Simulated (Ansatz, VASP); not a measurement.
## Cu in VASP and in Ansatz

```
Cu
1.0
     2.48833    0.00000    0.00000
    -1.24416    2.15496    0.00000
     0.00000    0.00000    4.06371
Cu
2
Direct
  0.30131 0.60263 0.23400
  0.69869 0.39737 0.76600
```

Change from the starting cell: mode 5 frozen in at -0.138 Å and mode 6 at -0.065 Å (largest displacements).

Alike in both runs: task single point; functional LDA; k mesh 21 × 21 × 12; occupations gaussian, width 0.15 eV; no spin polarisation.

|  | VASP | Ansatz |
| --- | --- | --- |
| version | VASP 6.6.1 | Ansatz 0.2.0 |
| potentials or method | VASP PAW LDA potentials, release 64 (Cu), cutoff 520 eV | scalar-relativistic, plane waves, PAW |
| valence electrons in the cell | 22 | 38 |

```csv
,VASP,Ansatz,Ansatz less VASP
gap on the k mesh at the Fermi level (eV),none,none,-
pressure (GPa),4.1,3.2,-0.96
"traceless stress, the component that is largest in VASP (GPa)",-6.86,-6.83,+0.031
rms of the force components (eV/Å),0.766,0.759,-0.0063
```

Ansatz warns that its potentials were made for another functional, while VASP's fit it. LDA's correlation is that of Perdew and Zunger in VASP and of Perdew and Wang (1992) in Ansatz. Atom by atom the forces differ by 0.006 eV/Å (rms over components). A gap of «none» marks a metal or a gap that the smearing closes. VASP's potentials hold 22 valence electrons a cell and Ansatz's 38, so a difference there can come from the potentials and not from the codes.
